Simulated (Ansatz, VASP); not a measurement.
Ge2H in VASP and in Ansatz

```xyz
3
Lattice="4.0227 0.0000 0.0000 -2.0113 3.4838 0.0000 0.0000 0.0000 17.6843" Properties=species:S:1:pos:R:3 pbc="T T T"
Ge    0.0000    2.3225    4.6843
Ge    2.0113    1.1613    4.0000
H     5.3636   -0.7742    7.9543
```

Alike in both runs: task single point; functional PBE; dispersion D3(BJ); k mesh 9 × 9 × 1; occupations gaussian, width 0.1 eV; collinear spin.

|  | VASP | Ansatz |
| --- | --- | --- |
| version | VASP 6.6.1 | Ansatz 0.2.0 |
| potentials or method | VASP PAW PBE potentials, release 64 (Ge_d, H), cutoff 520 eV | scalar-relativistic, plane waves, PAW |
| valence electrons in the cell | 29 | 29 |

```csv
,VASP,Ansatz,Ansatz less VASP
gap on the k mesh at the Fermi level (eV),0.11,0.11,+0.001
least direct gap on the mesh (eV),0.11,0.11,+0.001
rms of the force components (eV/Å),0.033,0.033,-0.0004
net moment per atom (μB),0.33,0.33,0.000
size of the moment on the site where the two differ most (μB),0.38,0.90,+0.522
```

Site moments also hang on the region over which each program counts them. Atom by atom the forces differ by 0.000 eV/Å (rms over components).
